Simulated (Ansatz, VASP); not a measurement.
## BAs in VASP and in Ansatz

POSCAR

```
BAs
1.0
    2.1275493300      0.0000000000      0.0000000000
    0.0000000000      3.1740629400      0.0000000000
    0.0000000000      0.0000000000      4.9509801800
B As
1 1
Direct
    0.0000000000      0.5000000000      0.0000000000
    0.5000000000      0.5000000000      0.5000000000
```

INCAR.step1

```
SYSTEM = BAs
PREC     = Accurate       ! precision mode
ENCUT    = 520            ! plane-wave cutoff, eV
EDIFF    = 1E-5           ! SCF threshold, eV
ISMEAR   = -1             ! smearing method
SIGMA    = 0.05           ! smearing width, eV
LREAL    = .False.        ! projectors in reciprocal space
LASPH    = .True.         ! aspherical terms in the spheres
NELM     = 80             ! most SCF steps
ALGO     = Normal         ! electronic algorithm
ISIF     = 2              ! what is computed and relaxed
LWAVE    = .True.         ! write WAVECAR
LCHARG   = .False.        ! write CHGCAR
GGA      = PE             ! functional
NBANDS   = 11             ! bands
```

INCAR.step2

```
SYSTEM = BAs
PREC     = Accurate       ! precision mode
ENCUT    = 520            ! plane-wave cutoff, eV
EDIFF    = 1E-7           ! SCF threshold, eV
ISMEAR   = -1             ! smearing method
SIGMA    = 0.05           ! smearing width, eV
LREAL    = .False.        ! projectors in reciprocal space
LASPH    = .True.         ! aspherical terms in the spheres
NELM     = 80             ! most SCF steps
ALGO     = Normal         ! electronic algorithm
ISIF     = 2              ! what is computed and relaxed
LWAVE    = .False.        ! write WAVECAR
LCHARG   = .False.        ! write CHGCAR
GGA      = PS             ! functional
LHFCALC  = .True.         ! exact exchange
AEXX     = 0.25           ! exact-exchange fraction
HFSCREEN = 0.207          ! screening, 1/A
PRECFOCK = Normal       
ISTART   = 1            
NBANDS   = 11             ! bands
```

File KPOINTS:

```
regular mesh
0
Gamma
  6 4 3
  0 0 0
```

Contents of input:

```
crystal:
  lattice:
    - [2.12754933, 0.0, 0.0]
    - [0.0, 3.17406294, 0.0]
    - [0.0, 0.0, 4.95098018]
  atoms:
    - { symbol: B, position: [0.0, 0.5, 0.0] }
    - { symbol: As, position: [0.5, 0.5, 0.5] }
hamiltonian:
  xc:
    exchange: hjs_pbesol
    correlation: pbesol
    exx: { coeff: 0.25, omega: 0.207 }
  pseudopotentials: { kind: paw }
kpoints:
  mp_grid: { grid: [6, 4, 3] }
  band_path:
    path:
      - [[0.0, 0.0, 0.0], [0.5, 0.0, 0.0], [0.5, 0.5, 0.0], [0.0, 0.5, 0.0], [0.0, 0.0, 0.0], [0.0, 0.0, 0.5], [0.5, 0.0, 0.5], [0.5, 0.5, 0.5], [0.0, 0.5, 0.5], [0.0, 0.0, 0.5]]
      - [[0.0, 0.5, 0.0], [0.0, 0.5, 0.5]]
      - [[0.5, 0.0, 0.5], [0.5, 0.0, 0.0]]
      - [[0.5, 0.5, 0.0], [0.5, 0.5, 0.5]]
    npoints: 4
scf:
  occupations: { method: fermi_dirac, width: 0.05 }
  n_extra_bands: 6
output:
  forces: true
  stress: true
  eigenvalues: true
  fatbands: false
```

Alike in both runs: functional PBEsol-based screened hybrid with a share of 0.25 of exact exchange and HFSCREEN = 0.207; k mesh 6 × 4 × 3; occupations fermi-dirac, width 0.05 eV; no spin polarisation.

```csv
,VASP,Ansatz
version,VASP 6.6.1,Ansatz 0.2.0
potentials or method,"VASP PAW PBE potentials, release 64 (B, As)",Ansatz PAW
plane-wave cutoff (eV),520,420
valence electrons in the cell,8,18
task,single point,band structure
```

```csv
,VASP,Ansatz,Ansatz less VASP
gap on the k mesh at the Fermi level (eV),none,none,-
pressure (GPa),4.5,4.4,-0.02
"traceless stress, the component that is largest in VASP (GPa)",28.56,28.46,-0.093
```

VASP's potentials were made for PBE, not for PBEsol-based screened hybrid. A gap of «none» marks a metal or a gap that the smearing closes. VASP's potentials hold 8 valence electrons a cell and Ansatz's 18, so a difference there can come from the potentials and not from the codes.

The k mesh is coarse, so the values compare programs but aren't converged.
